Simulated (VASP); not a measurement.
Crystal: KMgF3.

```xyz
5
Lattice="4.0542 0.0000 0.0000 0.0000 4.0542 0.0000 0.0000 0.0000 4.0542" Properties=species:S:1:pos:R:3 pbc="T T T"
K     2.0271    2.0271    2.0271
Mg    0.0000    0.0000    0.0000
F     2.0271    0.0000    0.0000
F     0.0000    2.0271    0.0000
F     0.0000    0.0000    2.0271
```

- Program: VASP 6.6.1
- Task: relaxation of cell and atoms
- Functional: PBEsol
- Potentials or basis: VASP PAW PBE potentials, release 64 (K_sv, Mg, F)
- Cutoff: 600 eV
- k mesh: 6 × 6 × 6
- Occupations: fermi-dirac, width 0.02 eV
- Spin: no spin polarisation

At the start: pressure -3.5 GPa; volume 13.33 Å³/atom.

Question: Where does the relaxation end?

Answer: Over 3 steps the energy falls by 8.1 meV/atom and the volume is 12.63 Å³/atom (-5.2 %); space group Pm-3m (No. 221, to 0.1 Å) before and after.

The path:
```tsv
step	energy change (eV)	largest force (eV/Å)	pressure (GPa)	volume (Å³)
1	0.0000	0.0000	-3.53	66.64
2	-0.0387	0.0000	-0.80	63.85
3	-0.0404	0.0000	-0.02	63.16
```

Final structure:
```cif
data_structure
_symmetry_space_group_name_H-M 'P 1'
_symmetry_Int_Tables_number 1
_cell_length_a 3.9824
_cell_length_b 3.9824
_cell_length_c 3.9824
_cell_angle_alpha 90.000
_cell_angle_beta 90.000
_cell_angle_gamma 90.000
_cell_volume 63.16
loop_
_atom_site_label
_atom_site_type_symbol
_atom_site_fract_x
_atom_site_fract_y
_atom_site_fract_z
_atom_site_occupancy
K1 K 0.50000 0.50000 0.50000 1
Mg1 Mg 0.00000 0.00000 0.00000 1
F1 F 0.50000 0.00000 0.00000 1
F2 F 0.00000 0.50000 0.00000 1
F3 F 0.00000 0.00000 0.50000 1
```

Caveat: the PAW data sets were made with another functional, which shifts forces and pressure a little.
